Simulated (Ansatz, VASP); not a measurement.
**InSe in VASP and in Ansatz**

```xyz
4
Lattice="1.9866 1.1470 8.1318 -1.9866 1.1470 8.1318 0.0000 -2.2940 8.1318" Properties=species:S:1:pos:R:3 pbc="T T T"
In    0.0000    0.0000    2.7399
In    0.0000    0.0000   -0.0023
Se    0.0000    0.0000   14.9933
Se    0.0000    0.0000   20.2698
```

Alike in both runs: functional LDA; k mesh 12 × 12 × 12; occupations gaussian, width 0.01 eV; no spin polarisation.

Ansatz relaxed the structure, and its values are those at the end. VASP's run is a single point on that final structure, the one shown.

|  | VASP | Ansatz |
| --- | --- | --- |
| version | VASP 6.6.1 | Ansatz 0.2.0 |
| potentials or method | VASP PAW LDA potentials, release 64 (In_d, Se), cutoff 520 eV | scalar-relativistic, plane waves, PAW |
| valence electrons in the cell | 38 | 58 |

VASP gave:

| Item | Value |
| --- | --- |
| gap on the k mesh at the Fermi level (eV) | 0.21 |
| least direct gap on the mesh (eV) | 0.21 |
| pressure (GPa) | 0.1 |
| rms of the force components (eV/Å) | 0.013 |

**Question.** Which values does Ansatz return?

**Answer.** gap on the k mesh at the Fermi level (eV): 0.20; least direct gap on the mesh (eV): 0.20; pressure (GPa): 0.0; rms of the force components (eV/Å): 0.000.

LDA's correlation is that of Perdew and Zunger in VASP and of Perdew and Wang (1992) in Ansatz. VASP's potentials hold 38 valence electrons a cell and Ansatz's 58, so a difference there can come from the potentials and not from the codes.
